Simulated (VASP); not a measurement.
# Ir (Fm-3m) in VASP: a series of runs

The runs below take Ir through single point, with revPBE.

Everything below comes from runs of VASP 6.6.1. Logs are shortened: lines on timing, memory, paths and dates and some standing lists are left out, and cuts for length are marked.

## 1. The cell of the first run

The structure is cubic, space group Fm-3m (No. 225). The conventional cell has a = 3.671 Å, b = 3.671 Å, c = 3.671 Å, α = 90.00°, β = 90.00°, γ = 90.00°. Within 3.4 Å of Ir (site symmetry m-3m) lie 12 Ir at 2.60 Å.

## 2. Single point, revPBE

File INCAR:

```
PREC = Accurate
ENCUT = 520
EDIFF = 1E-6
ISMEAR = -1
SIGMA = 0.15
LREAL = F
LASPH = T
NELM = 80
ALGO = Normal
ISIF = 2
LWAVE = F
LCHARG = F
GGA = RE
NBANDS = 10
```

File KPOINTS:

```
Automatic mesh
0
Gamma
  12 12 12
```

File POSCAR:

```
Ir
1.0
    0.0000000000      1.8356887756      1.8356887756
    1.8356887756      0.0000000000      1.8356887756
    1.8356887756      1.8356887756      0.0000000000
Ir
1
Direct
    0.0000000000      0.0000000000      0.0000000000
```

Potentials or basis: VASP PAW PBE potentials, release 64 (Ir).

Command:

```console
cat potpaw_PBE.64/Ir/POTCAR > POTCAR
mpirun -np 1 vasp_std > vasp.out
```

OUTCAR:

```text
PREC = Accurate
   ENCUT = 520
   EDIFF = 1E-6
   ISMEAR = -1
   LREAL = F
   LASPH = T
   NELM = 80
   ISIF = 2
   GGA = RE

 ion  position               nearest neighbor table
   1  0.000  0.000  0.000-

  LATTYP: Found a face centered cubic cell.
 ALAT       =     3.6713775512

  Lattice vectors:

 A1 = (   0.0000000000,   1.8356887756,   1.8356887756)
 A2 = (   1.8356887756,   0.0000000000,   1.8356887756)
 A3 = (   1.8356887756,   1.8356887756,   0.0000000000)

Analysis of symmetry for initial positions (statically):
=====================================================================
 Subroutine PRICEL returns:
 Original cell was already a primitive cell.

 Routine SETGRP: Setting up the symmetry group for a
 face centered cubic supercell.

 Subroutine GETGRP returns: Found 48 space group operations
[... 9 lines left out ...]

 Routine SETGRP: Setting up the symmetry group for a
 face centered cubic supercell.

 Subroutine GETGRP returns: Found 48 space group operations
[... 11 lines left out ...]
                                     Primitive cell

  volume of cell :      12.3716

  direct lattice vectors                    reciprocal lattice vectors
     0.000000000  1.835688776  1.835688776    -0.272377326  0.272377326  0.272377326
     1.835688776  0.000000000  1.835688776     0.272377326 -0.272377326  0.272377326
     1.835688776  1.835688776  0.000000000     0.272377326  0.272377326 -0.272377326

  length of vectors
     2.596055963  2.596055963  2.596055963     0.471771367  0.471771367  0.471771367

  position of ions in fractional coordinates (direct lattice)
     0.000000000  0.000000000  0.000000000

  ion indices of the primitive-cell ions
   primitive index   ion index
                 1           1

----------------------------------------------------------------------------------------

 KPOINTS: Automatic mesh

Automatic generation of k-mesh.
 Grid dimensions read from file:
 generate k-points for:   12   12   12

 Generating k-lattice:

  Cartesian coordinates                     Fractional coordinates (reciprocal lattice)
    -0.022698110  0.022698110  0.022698110     0.083333333  0.000000000  0.000000000
     0.022698110 -0.022698110  0.022698110     0.000000000  0.083333333  0.000000000
     0.022698110  0.022698110 -0.022698110     0.000000000  0.000000000  0.083333333

  Length of vectors
     0.039314281  0.039314281  0.039314281

  Shift w.r.t. Gamma in fractional coordinates (k-lattice)
     0.000000000  0.000000000  0.000000000

 Subroutine IBZKPT returns following result:
 ===========================================

 Found     72 irreducible k-points:

 Following reciprocal coordinates:
            Coordinates               Weight
  0.000000  0.000000  0.000000      1.000000
  0.083333  0.000000  0.000000      8.000000
  0.166667  0.000000  0.000000      8.000000
  0.250000  0.000000  0.000000      8.000000
  0.333333  0.000000  0.000000      8.000000
  0.416667  0.000000  0.000000      8.000000
[... 16 lines left out ...]
  0.500000  0.166667  0.000000     24.000000
 -0.416667  0.166667  0.000000     24.000000
 [... further k-points ...]
   k-points           NKPTS =     72   k-points in BZ     NKDIM =     72   number of bands    NBANDS=     10
   number of dos      NEDOS =    301   number of ions     NIONS =      1
   total plane-waves  NPLWV =   8000
   dimension x,y,z NGX =    20 NGY =   20 NGZ =   20
   dimension x,y,z NGXF=    40 NGYF=   40 NGZF=   40
   ions per type =               1
   NGX,Y,Z   is equivalent  to a cutoff of  12.81, 12.81, 12.81 a.u.
   NGXF,Y,Z  is equivalent  to a cutoff of  25.62, 25.62, 25.62 a.u.
 SYSTEM =  unknown system
   PREC   = accura    normal or accurate (medium, high low for compatibility)
   ISTART =      0    job   : 0-new  1-cont  2-samecut
   ICHARG =      2    charge: 1-file 2-atom 10-const
   ISPIN  =      1    spin polarized calculation?
   LNONCOLLINEAR =      F non collinear calculations
   LSORBIT =      F    spin-orbit coupling
   LASPH  =      T    aspherical Exc in radial PAW
   ENCUT  =  520.0 eV  38.22 Ry    6.18 a.u.   4.83  4.83  4.83*2*pi/ulx,y,z
   NELM   =     80;   NELMIN=  2; NELMDL= -5     # of ELM steps
   EDIFF  = 0.1E-05   stopping-criterion for ELM
   LREAL  =      F    real-space projection
   EDIFFG = 0.1E-04   stopping-criterion for IOM
   NSW    =      0    number of steps for IOM
   IBRION =     -1    ionic relax: 0-MD 1-quasi-New 2-CG
   NFREE  =      0    steps in history (QN), initial steepest desc. (CG)
   ISIF   =      2    stress and relaxation
   ISYM   =      2    0-nonsym 1-usesym 2-fastsym
   POTIM  = 0.5000    time-step for ionic-motion
   TEBEG  =    0.0;   TEEND  =   0.0 temperature during run
   PSTRESS=    0.0 pullay stress
   NELECT =       9.0000    total number of electrons
   NUPDOWN=      -1.0000    fix difference up-down
   EMIN   =  10.00;   EMAX   =-10.00  energy-range for DOS
   EFERMI =   0.00;   METHOD = LEGACY
   ISMEAR =    -1;   SIGMA  =   0.15  broadening in eV -4-tet -1-fermi 0-gaus
   EFERMI_NEDOS =   21; number of points for ismear=-14 and -15
   IALGO  =     38    algorithm
   IMIX   =      4    mixing-type and parameters
     AMIX     =   0.40;   BMIX     =  1.00
     AMIX_MAG =   1.60;   BMIX_MAG =  1.00
  volume/ion in A,a.u.               =      12.37        83.49
  Fermi-wavevector in a.u.,A,eV,Ry     =   1.472358  2.782352 29.495209  2.167837
  Thomas-Fermi vector in A             =   2.587382
   LORBIT       =      0    0 simple, 1 ext, 2 COOP (PROOUT), +10 PAW based schemes
   GGA     = RE    functional components
   LHFCALC =     F    Hartree Fock is set to
   AEXX    =    0.0000 exact exchange contribution
   IVDW    =     0    specifies the selected vdW correction
   LEPSILON=     F    determine dielectric tensor
   LRPA    =     F    only Hartree local field effects (RPA)
 non-spin polarized calculation
  energy-cutoff  :      520.00
  volume of cell :       12.37
 maximum number of plane-waves:       347
   NGX =  9   NGY =  9   NGZ =  9

 number of electron       9.0000001 magnetization

 Free energy of the ion-electron system (eV)
  ---------------------------------------------------
  ext. energy  EPLUGINS =         0.00000000
  ---------------------------------------------------
  free energy    TOTEN  =        -7.83844590 eV

  energy without entropy =       -7.79727912  energy(sigma->0) =       -7.81786251

 E-fermi :  12.9292     XC(G=0): -14.7783

 val. band max:       12.8388926868   @ k =  -0.4167   0.4167   0.0000
 cond. band min:      12.9776726255   @ k =  -0.3333   0.3333   0.0000
 fundamental gap:      0.1387799387
 Fermi energy:        12.9291584027

 k-point     1 :       0.0000    0.0000    0.0000
  band No.  band energies     occupation
      1       0.3393      2.00000
      2       8.1907      2.00000
      3       8.1907      2.00000
      4       8.1907      2.00000
      5      11.5053      1.99985
      6      11.5053      1.99985
      7      26.8898      0.00000
      8      33.3161      0.00000
      9      33.3161      0.00000
     10      33.3161      0.00000

 k-point     2 :       0.0833    0.0000    0.0000
  band No.  band energies     occupation
      1       0.6940      2.00000
      2       7.9910      2.00000
      3       8.3475      2.00000
      4       8.3475      2.00000
      5      11.3962      1.99993
      6      11.3962      1.99993
      7      27.5322      0.00000
      8      31.7840      0.00000
      9      33.9323      0.00000
     10      33.9323      0.00000

 k-point     3 :       0.1667    0.0000    0.0000
  band No.  band energies     occupation
      1       1.6484      2.00000
      2       7.6051      2.00000
      3       8.6647      2.00000
      4       8.6647      2.00000
      5      11.2831      1.99997
      6      11.2831      1.99997
      7      28.7612      0.00000
      8      29.8150      0.00000
      9      35.6617      0.00000
     10      35.6617      0.00000

 k-point     4 :       0.2500    0.0000    0.0000
  band No.  band energies     occupation
      1       2.7689      2.00000
      2       7.6333      2.00000
      3       8.7147      2.00000
      4       8.7147      2.00000
      5      11.6927      1.99947
      6      11.6927      1.99947
      7      27.0544      0.00000
      8      30.6003      0.00000
      9      38.1618      0.00000
     10      38.1624      0.00000

 k-point     5 :       0.3333    0.0000    0.0000
  band No.  band energies     occupation
      1       3.3366      2.00000
      2       8.4326      2.00000
      3       8.4326      2.00000
      4       8.8074      2.00000
      5      12.6772      1.68570
      6      12.6772      1.68570
      7      25.0862      0.00000
      8      29.0837      0.00000
      9      37.3410      0.00000
     10      37.3410      0.00000

 k-point     6 :       0.4167    0.0000    0.0000
  band No.  band energies     occupation
      1       3.3678      2.00000
      2       8.1452      2.00000
      3       8.1452      2.00000
      4      10.7701      2.00000
      5      13.6822      0.01312
      6      13.6822      0.01312
      7      22.9717      0.00000
      8      27.1158      0.00000
      9      34.8350      0.00000
     10      34.8350      0.00000
[... 183 lines left out ...]
 k-point    21 :       0.3333    0.1667    0.0000
  band No.  band energies     occupation
      1       4.0094      2.00000
      2       6.4051      2.00000
      3       8.2342      2.00000
      4       9.7687      2.00000
      5      12.1612      1.98811
      6      13.2061      0.27257
      7      27.7664      0.00000
      8      31.3871      0.00000
      9      33.6745      0.00000
     10      35.0781      0.00000

 k-point    22 :       0.4167    0.1667    0.0000
  band No.  band energies     occupation
      1       4.3163      2.00000
      2       7.0965      2.00000
      3       7.9725      2.00000
      4       9.4759      2.00000
      5      14.0122      0.00146
      6      14.3353      0.00017
      7      24.7041      0.00000
      8      29.6340      0.00000
      9      32.8053      0.00000
     10      35.2420      0.00000

 k-point    23 :       0.5000    0.1667    0.0000
  band No.  band energies     occupation
      1       4.3417      2.00000
      2       7.0638      2.00000
      3       8.9698      2.00000
      4       9.1759      2.00000
      5      14.2160      0.00038
      6      16.6483      0.00000
      7      21.7813      0.00000
      8      28.7685      0.00000
      9      32.6776      0.00000
     10      33.4805      0.00000

 k-point    24 :      -0.4167    0.1667    0.0000
  band No.  band energies     occupation
      1       4.4304      2.00000
      2       7.0890      2.00000
      3       9.0329      2.00000
      4       9.3708      2.00000
      5      13.5350      0.03463
      6      17.3396      0.00000
      7      21.5282      0.00000
      8      28.6950      0.00000
      9      31.8376      0.00000
     10      34.0660      0.00000

 [... further k-points ...]
[... 5 lines left out ...]
  --------------------------------------------------------------------------------------
  -------------------------------------------------------------------------------------
  Total        6.7390782      6.7390782      6.7390782      0.0000000     -0.0000000     -0.0000000
  in kB      872.7380840    872.7380840    872.7380840      0.0000000     -0.0000000     -0.0000000
  external PRESSURE =     872.7380840 kB  Pullay stress =       0.0000000 kB

 VOLUME and BASIS-vectors are now :
 -----------------------------------------------------------------------------
  energy-cutoff  :      520.00
  volume of cell :       12.37
      direct lattice vectors                 reciprocal lattice vectors
     0.000000000  1.835688776  1.835688776    -0.272377326  0.272377326  0.272377326
     1.835688776  0.000000000  1.835688776     0.272377326 -0.272377326  0.272377326
     1.835688776  1.835688776  0.000000000     0.272377326  0.272377326 -0.272377326

 POSITION                                       TOTAL-FORCE (eV/Angst)
 -----------------------------------------------------------------------------------
      0.00000      0.00000      0.00000        -0.000000     -0.000000     -0.000000
 -----------------------------------------------------------------------------------
    total drift:                               -0.000000     -0.000000     -0.000000

  FREE ENERGIE OF THE ION-ELECTRON SYSTEM (eV)
  ---------------------------------------------------
  free  energy   TOTEN  =        -7.8384458969 eV

  energy  without entropy=       -7.7972791219  energy(sigma->0) =       -7.81786251
```

Wall time 18 s (1 thread of AMD EPYC 7R13, shared host); peak memory 0.1 GiB.

What came out:

| Quantity | Value |
| --- | --- |
| Free energy | -7.8384 eV |
| Pressure | 87.3 GPa |

Caveat: the PAW data sets were made with another functional, which shifts forces and pressure a little; spin-orbit coupling is left out, which moves the levels of the heavy elements.

## 3. Single point, revPBE

This run uses another cell than the first one, of 12.93 Å³/atom, 1.045 times its volume.

INCAR: that of step 2 with these lines changed.

```diff
@@ -2,3 +2,3 @@
 ENCUT = 520
-EDIFF = 1E-6
+EDIFF = 1E-7
 ISMEAR = -1
```

KPOINTS is that of step 2.

File POSCAR:

```
Ir
1.0
    0.0000000000      1.8630911555      1.8630911555
    1.8630911555      0.0000000000      1.8630911555
    1.8630911555      1.8630911555      0.0000000000
Ir
1
Direct
    0.0000000000      0.0000000000      0.0000000000
```

Potentials or basis: VASP PAW PBE potentials, release 64 (Ir).

Command:

```console
cat potpaw_PBE.64/Ir/POTCAR > POTCAR
mpirun -np 1 vasp_std > vasp.out
```

Wall time 20 s (1 thread of AMD EPYC 7R13, shared host); peak memory 0.1 GiB.

It converged, with:

| Item | Value |
| --- | --- |
| Free energy | -8.0907 eV |
| Pressure | 57.5 GPa |

Levels at points of the mesh, in eV from the Fermi level:
```csv
k point,band 2,band 3,band 4,band 5,band 6,band 7
"(0.00, 0.00, 0.00)",-4.42,-4.42,-4.42,-1.33,-1.33,14.11
"(0.50, 0.00, 0.00)",-4.56,-4.56,-0.94,1.10,1.10,8.30
"(0.50, 0.50, 0.00)",-8.35,1.06,1.76,1.78,1.78,11.88
```

Caveat: the PAW data sets were made with another functional, which shifts forces and pressure a little; spin-orbit coupling is left out, which moves the levels of the heavy elements.

## 4. Single point, revPBE

This run uses another cell than the first one, of 13.50 Å³/atom, 1.091 times its volume.

File INCAR:

```
SYSTEM = Ir
  PREC = Accurate
  ENCUT = 520
  EDIFF = 1E-6
  ISMEAR = -1
  SIGMA = 0.15
  LREAL = .False.
  LASPH = .True.
  NELM = 60
  ALGO = Normal
  ISIF = 2
  LWAVE = .False.
  LCHARG = .False.
  GGA = RE
  NBANDS = 10
```

File KPOINTS:

```
regular mesh
0
Gamma
  12 12 12
  0 0 0
```

File POSCAR:

```
Ir
1.0
    0.0000000000      1.8897103398      1.8897103398
    1.8897103398      0.0000000000      1.8897103398
    1.8897103398      1.8897103398      0.0000000000
Ir
1
Direct
    0.0000000000      0.0000000000      0.0000000000
```

Command:

```console
cat potpaw_PBE.64/Ir/POTCAR > POTCAR
mpirun -np 1 vasp_std > vasp.out
```

Run time: 19 s. Hardware: 1 thread of AMD EPYC 7R13, shared host; peak memory 0.1 GiB.

It converged, with:

| Property | Result |
| --- | --- |
| Free energy | -8.2498 eV |
| Pressure | 34.0 GPa |

Levels at points of the mesh, in eV from the Fermi level:
| k point | band 2 | band 3 | band 4 | band 5 | band 6 | band 7 |
| --- | --- | --- | --- | --- | --- | --- |
| (0.00, 0.00, 0.00) | -4.13 | -4.13 | -4.13 | -1.24 | -1.24 | 14.24 |
| (0.50, 0.00, 0.00) | -4.26 | -4.26 | -0.84 | 1.02 | 1.02 | 7.82 |
| (0.50, 0.50, 0.00) | -7.83 | 0.98 | 1.65 | 1.65 | 1.75 | 11.24 |

Caveat: the PAW data sets were made with another functional, which shifts forces and pressure a little; spin-orbit coupling is left out, which moves the levels of the heavy elements.

(Continued in part 2 of 2.)
